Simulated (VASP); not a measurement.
# Zr3SiO (Pm-3m) in VASP: notebook

Zr3SiO is run at these levels: PBE; tasks: single point, relaxation of cell and atoms.

Everything below comes from runs of VASP 6.6.1. Logs are shortened: lines on timing, memory, paths and dates and some standing lists are left out, and cuts for length are marked.

**1. The cell of the first run**

It takes space group Pm-3m (No. 221, cubic). Conventional cell: a = 4.276 Å, b = 4.276 Å, c = 4.276 Å, α = 90.00°, β = 90.00°, γ = 90.00°. Zr (site symmetry 4/mmm) has 2 O at 2.14 Å within 2.8 Å. Within 4.0 Å of Si (site symmetry m-3m) lie 12 Zr at 3.02 Å and 8 O at 3.70 Å. Within 2.8 Å of O (site symmetry m-3m) lie 6 Zr at 2.14 Å.

**2. Single point, PBE**

Input file INCAR:

```
SYSTEM = Zr3SiO
PREC = Accurate ; ENCUT = 520
EDIFF = 1E-6 ; ISMEAR = 0
SIGMA = 0.1 ; LREAL = .False.
LASPH = .True. ; NELM = 100
ALGO = Normal ; ISIF = 2
LWAVE = .False. ; LCHARG = .False.
GGA = PE ; NBANDS = 31
```

Input file KPOINTS:

```
regular mesh
0
Gamma
  4 4 4
  0 0 0
```

Input file POSCAR:

```
Zr3SiO
1.0
    4.2763980100      0.0000000000      0.0000000000
    0.0000000000      4.2763980100      0.0000000000
    0.0000000000      0.0000000000      4.2763980100
Zr Si O
3 1 1
Direct
    0.5000000000      0.0000000000      0.5000000000
    0.0000000000      0.5000000000      0.5000000000
    0.5000000000      0.5000000000      0.0000000000
    0.0000000000      0.0000000000      0.0000000000
    0.5000000000      0.5000000000      0.5000000000
```

Potentials or basis: VASP PAW PBE potentials, release 64 (Zr_sv, Si, O).

Launch:

```sh
cat potpaw_PBE.64/Zr_sv/POTCAR potpaw_PBE.64/Si/POTCAR potpaw_PBE.64/O/POTCAR > POTCAR
mpirun -np 1 vasp_std > vasp.out
```

OUTCAR:

```text
SYSTEM = Zr3SiO
   PREC = Accurate
   ENCUT = 520
   EDIFF = 1E-6
   ISMEAR = 0
   LREAL = .False.
   LASPH = .True.
   NELM = 100
   ISIF = 2
   GGA = PE

 ion  position               nearest neighbor table
   1  0.500  0.000  0.500-   5 2.14   5 2.14   4 3.02   2 3.02   3 3.02   4 3.02   2 3.02   3 3.02
                             3 3.02   3 3.02   2 3.02   4 3.02   4 3.02   2 3.02
   2  0.000  0.500  0.500-   5 2.14   5 2.14   4 3.02   1 3.02   3 3.02   4 3.02   1 3.02   4 3.02
                             4 3.02   1 3.02   3 3.02   3 3.02   3 3.02   1 3.02
   3  0.500  0.500  0.000-   5 2.14   5 2.14   4 3.02   1 3.02   1 3.02   2 3.02   2 3.02   1 3.02
                             4 3.02   1 3.02   2 3.02   4 3.02   2 3.02   4 3.02
   4  0.000  0.000  0.000-   1 3.02   2 3.02   3 3.02   1 3.02   2 3.02   2 3.02   3 3.02   2 3.02
                             1 3.02   3 3.02   1 3.02   3 3.02
   5  0.500  0.500  0.500-   1 2.14   2 2.14   3 2.14   3 2.14   1 2.14   2 2.14

  LATTYP: Found a simple cubic cell.
 ALAT       =     4.2763980100

  Lattice vectors:

 A1 = (   4.2763980100,   0.0000000000,   0.0000000000)
 A2 = (   0.0000000000,   4.2763980100,   0.0000000000)
 A3 = (   0.0000000000,   0.0000000000,   4.2763980100)

Analysis of symmetry for initial positions (statically):
=====================================================================
 Subroutine PRICEL returns:
 Original cell was already a primitive cell.

 Routine SETGRP: Setting up the symmetry group for a
 simple cubic supercell.

 Subroutine GETGRP returns: Found 48 space group operations
 (whereof 48 operations were pure point group operations)
 out of a pool of 48 trial point group operations.

The static configuration has the point symmetry O_h .

Analysis of symmetry for dynamics (positions and initial velocities):
=====================================================================
 Subroutine PRICEL returns:
 Original cell was already a primitive cell.

 Routine SETGRP: Setting up the symmetry group for a
 simple cubic supercell.

 Subroutine GETGRP returns: Found 48 space group operations
 (whereof 48 operations were pure point group operations)
 out of a pool of 48 trial point group operations.

The dynamic configuration has the point symmetry O_h .

 Subroutine INISYM returns: Found 48 space group operations
 (whereof 48 operations are pure point group operations),
 and found     1 'primitive' translations

----------------------------------------------------------------------------------------

                                     Primitive cell

  volume of cell :      78.2050

  direct lattice vectors                    reciprocal lattice vectors
     4.276398010  0.000000000  0.000000000     0.233841658  0.000000000  0.000000000
     0.000000000  4.276398010  0.000000000     0.000000000  0.233841658  0.000000000
     0.000000000  0.000000000  4.276398010     0.000000000  0.000000000  0.233841658

  length of vectors
     4.276398010  4.276398010  4.276398010     0.233841658  0.233841658  0.233841658

  position of ions in fractional coordinates (direct lattice)
     0.500000000  0.000000000  0.500000000
     0.000000000  0.500000000  0.500000000
     0.500000000  0.500000000  0.000000000
     0.000000000  0.000000000  0.000000000
     0.500000000  0.500000000  0.500000000

  ion indices of the primitive-cell ions
   primitive index   ion index
                 1           1
                 2           2
                 3           3
                 4           4
                 5           5

----------------------------------------------------------------------------------------

 KPOINTS: regular mesh

Automatic generation of k-mesh.
 Grid dimensions read from file:
 generate k-points for:    4    4    4

 Generating k-lattice:

  Cartesian coordinates                     Fractional coordinates (reciprocal lattice)
     0.058460414  0.000000000  0.000000000     0.250000000  0.000000000  0.000000000
     0.000000000  0.058460414  0.000000000     0.000000000  0.250000000  0.000000000
     0.000000000  0.000000000  0.058460414     0.000000000  0.000000000  0.250000000

  Length of vectors
     0.058460414  0.058460414  0.058460414

  Shift w.r.t. Gamma in fractional coordinates (k-lattice)
     0.000000000  0.000000000  0.000000000

 Subroutine IBZKPT returns following result:
 ===========================================

 Found     10 irreducible k-points:

 Following reciprocal coordinates:
            Coordinates               Weight
  0.000000  0.000000  0.000000      1.000000
  0.250000  0.000000  0.000000      6.000000
  0.500000  0.000000  0.000000      3.000000
  0.250000  0.250000  0.000000     12.000000
  0.500000  0.250000  0.000000     12.000000
  0.500000  0.500000  0.000000      3.000000
  0.250000  0.250000  0.250000      8.000000
  0.500000  0.250000  0.250000     12.000000
  0.500000  0.500000  0.250000      6.000000
  0.500000  0.500000  0.500000      1.000000
   k-points           NKPTS =     10   k-points in BZ     NKDIM =     10   number of bands    NBANDS=     31
   number of dos      NEDOS =    301   number of ions     NIONS =      5
   total plane-waves  NPLWV =  32768
   dimension x,y,z NGX =    32 NGY =   32 NGZ =   32
   dimension x,y,z NGXF=    64 NGYF=   64 NGZF=   64
   ions per type =               3   1   1
   NGX,Y,Z   is equivalent  to a cutoff of  12.44, 12.44, 12.44 a.u.
   NGXF,Y,Z  is equivalent  to a cutoff of  24.88, 24.88, 24.88 a.u.
 SYSTEM =  Zr3SiO
   PREC   = accura    normal or accurate (medium, high low for compatibility)
   ISTART =      0    job   : 0-new  1-cont  2-samecut
   ICHARG =      2    charge: 1-file 2-atom 10-const
   ISPIN  =      1    spin polarized calculation?
   LNONCOLLINEAR =      F non collinear calculations
   LSORBIT =      F    spin-orbit coupling
   LASPH  =      T    aspherical Exc in radial PAW
   ENCUT  =  520.0 eV  38.22 Ry    6.18 a.u.   7.95  7.95  7.95*2*pi/ulx,y,z
   NELM   =    100;   NELMIN=  2; NELMDL= -5     # of ELM steps
   EDIFF  = 0.1E-05   stopping-criterion for ELM
   LREAL  =      F    real-space projection
   EDIFFG = 0.1E-04   stopping-criterion for IOM
   NSW    =      0    number of steps for IOM
   IBRION =     -1    ionic relax: 0-MD 1-quasi-New 2-CG
   NFREE  =      0    steps in history (QN), initial steepest desc. (CG)
   ISIF   =      2    stress and relaxation
   ISYM   =      2    0-nonsym 1-usesym 2-fastsym
   POTIM  = 0.5000    time-step for ionic-motion
   TEBEG  =    0.0;   TEEND  =   0.0 temperature during run
   PSTRESS=    0.0 pullay stress
   NELECT =      46.0000    total number of electrons
   NUPDOWN=      -1.0000    fix difference up-down
   EMIN   =  10.00;   EMAX   =-10.00  energy-range for DOS
   EFERMI =   0.00;   METHOD = LEGACY
   ISMEAR =     0;   SIGMA  =   0.10  broadening in eV -4-tet -1-fermi 0-gaus
   EFERMI_NEDOS =   21; number of points for ismear=-14 and -15
   IALGO  =     38    algorithm
   IMIX   =      4    mixing-type and parameters
     AMIX     =   0.40;   BMIX     =  1.00
     AMIX_MAG =   1.60;   BMIX_MAG =  1.00
  volume/ion in A,a.u.               =      15.64       105.55
  Fermi-wavevector in a.u.,A,eV,Ry     =   1.371669  2.592079 25.599033  1.881476
  Thomas-Fermi vector in A             =   2.497345
   LORBIT       =      0    0 simple, 1 ext, 2 COOP (PROOUT), +10 PAW based schemes
   GGA     = PE    functional components
   LHFCALC =     F    Hartree Fock is set to
   AEXX    =    0.0000 exact exchange contribution
   IVDW    =     0    specifies the selected vdW correction
   LEPSILON=     F    determine dielectric tensor
   LRPA    =     F    only Hartree local field effects (RPA)
 non-spin polarized calculation
 Gauss-broadening in eV      SIGMA  =   0.10
  energy-cutoff  :      520.00
  volume of cell :       78.20
 maximum number of plane-waves:      2176
 NGX is ok and might be reduce to    32
   NGX = 15   NGY = 15   NGZ = 15

 number of electron      45.9999993 magnetization

 Free energy of the ion-electron system (eV)
  ---------------------------------------------------
  ext. energy  EPLUGINS =         0.00000000
  ---------------------------------------------------
  free energy    TOTEN  =       -41.33768566 eV

  energy without entropy =      -41.29577528  energy(sigma->0) =      -41.31673047

 E-fermi :  11.0522     XC(G=0): -11.8751

 val. band max:       11.0478678916   @ k =   0.5000   0.5000   0.0000
 cond. band min:      11.0591928325   @ k =   0.5000   0.2500   0.2500
 fundamental gap:      0.0113249409
 Fermi energy:        11.0522232302

 k-point     1 :       0.0000    0.0000    0.0000
  band No.  band energies     occupation
      1     -37.9556      2.00000
      2     -37.6404      2.00000
      3     -37.6404      2.00000
      4     -16.6619      2.00000
      5     -16.6619      2.00000
      6     -16.6619      2.00000
[... 23 lines left out ...]
     30      14.6761      0.00000
     31      14.6761      0.00000

 k-point     2 :       0.2500    0.0000    0.0000
  band No.  band energies     occupation
      1     -37.9157      2.00000
      2     -37.6801      2.00000
      3     -37.6399      2.00000
      4     -16.6599      2.00000
      5     -16.5783      2.00000
      6     -16.5783      2.00000
[... 23 lines left out ...]
     30      14.6938      0.00000
     31      15.5483      0.00000

 k-point     3 :       0.5000    0.0000    0.0000
  band No.  band energies     occupation
      1     -37.8518      2.00000
      2     -37.7437      2.00000
      3     -37.6394      2.00000
      4     -16.6446      2.00000
      5     -16.4719      2.00000
      6     -16.4719      2.00000
[... 227 lines left out ...]
     30      14.8098      0.00000
     31      15.5543      0.00000

 k-point    10 :       0.5000    0.5000    0.5000
  band No.  band energies     occupation
      1     -37.7409      2.00000
      2     -37.7409      2.00000
      3     -37.7409      2.00000
      4     -18.1583      2.00000
      5     -16.3493      2.00000
      6     -16.3493      2.00000
[... 23 lines left out ...]
     30      16.6370      0.00000
     31      16.6370      0.00000

------------------------ aborting loop because EDIFF is reached ----------------------------------------

  FORCE on cell =-STRESS in cart. coord.  units (eV):
  Direction    XX          YY          ZZ          XY          YZ          ZX
  --------------------------------------------------------------------------------------
  -------------------------------------------------------------------------------------
  Total        7.2470651      7.2470651      7.2470651      0.0000000     -0.0000000     -0.0000000
  in kB      148.4698914    148.4698914    148.4698914      0.0000000     -0.0000000     -0.0000000
  external PRESSURE =     148.4698914 kB  Pullay stress =       0.0000000 kB

 VOLUME and BASIS-vectors are now :
 -----------------------------------------------------------------------------
  energy-cutoff  :      520.00
  volume of cell :       78.20
      direct lattice vectors                 reciprocal lattice vectors
     4.276398010  0.000000000  0.000000000     0.233841658  0.000000000  0.000000000
     0.000000000  4.276398010  0.000000000     0.000000000  0.233841658  0.000000000
     0.000000000  0.000000000  4.276398010     0.000000000  0.000000000  0.233841658

 POSITION                                       TOTAL-FORCE (eV/Angst)
 -----------------------------------------------------------------------------------
      2.13820      0.00000      2.13820         0.000000      0.000000      0.000000
      0.00000      2.13820      2.13820         0.000000      0.000000      0.000000
      2.13820      2.13820      0.00000         0.000000      0.000000      0.000000
      0.00000      0.00000      0.00000         0.000000      0.000000      0.000000
      2.13820      2.13820      2.13820         0.000000      0.000000      0.000000
 -----------------------------------------------------------------------------------
    total drift:                                0.000000     -0.000000     -0.000000

  FREE ENERGIE OF THE ION-ELECTRON SYSTEM (eV)
  ---------------------------------------------------
  free  energy   TOTEN  =       -41.3376856557 eV

  energy  without entropy=      -41.2957752751  energy(sigma->0) =      -41.31673047
```

Run time: 35 s. Hardware: 1 thread of AMD EPYC 7R43 (Zen 3), shared host; peak memory 0.14 GiB.

What came out:

```yaml
Free_energy: -41.3377 eV
Pressure: 14.8 GPa
Band_gap_on_the_k_mesh: zero (band 23 reaches 11.57 eV, above the bottom of band 24 at 10.57 eV)
```

Levels at points of the mesh, in eV from the Fermi level:
```csv
k point,band 21,band 22,band 23,band 24,band 25,band 26
"(0.00, 0.00, 0.00)",-2.72,-2.72,-0.48,-0.48,-0.48,1.91
"(0.50, 0.00, 0.00)",-2.14,-0.91,0.52,0.58,1.65,1.65
"(0.50, 0.50, 0.00)",-0.01,-0.01,0.00,0.00,0.91,1.41
"(0.50, 0.50, 0.50)",-1.07,-1.07,-1.07,0.28,0.28,0.28
```

Caveat: the k points lie up to 0.37 Å⁻¹ apart.

(Continued in part 2 of 2.)
